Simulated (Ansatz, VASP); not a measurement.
**Two plane-wave programs on TiO2**

```
CELL_PARAMETERS angstrom
5.58222 0.00000 0.00000
-2.79111 4.83435 0.00000
0.00000 0.00000 6.08247
ATOMIC_POSITIONS crystal
Ti 0.46694 0.00000 0.33333
Ti 0.00000 0.46694 0.66667
Ti 0.53306 0.53306 0.00000
O 0.58107 0.85143 0.12066
O 0.72963 0.14857 0.54600
O 0.27037 0.41893 0.78733
O 0.85143 0.58107 0.87934
O 0.14857 0.72963 0.45400
O 0.41893 0.27037 0.21267
```

Alike in both runs: functional PBEsol; k mesh 5 × 5 × 4; occupations fermi-dirac, width 0.05 eV; no spin polarisation.

```csv
,VASP,Ansatz
version,VASP 6.6.1,Ansatz 0.2.0
potentials or method,"VASP PAW PBE potentials, release 64 (Ti_sv, O)",Ansatz PAW
plane-wave cutoff (eV),520,420
valence electrons in the cell,72,72
task,single point,band structure
```

Ansatz gave:

- gap on the k mesh at the Fermi level (eV): 3.54
- least direct gap on the mesh (eV): 3.54
- pressure (GPa): -1.4
- rms of the force components (eV/Å): 0.068

Problem. Which values does VASP return?

Solution. gap on the k mesh at the Fermi level (eV): 3.51; least direct gap on the mesh (eV): 3.51; pressure (GPa): -0.9; rms of the force components (eV/Å): 0.047.

VASP's potentials were made for PBE, not for PBEsol. Atom by atom the forces differ by 0.021 eV/Å (rms over components). The functional is the same, so the differences come from potentials, cutoffs and numerics.
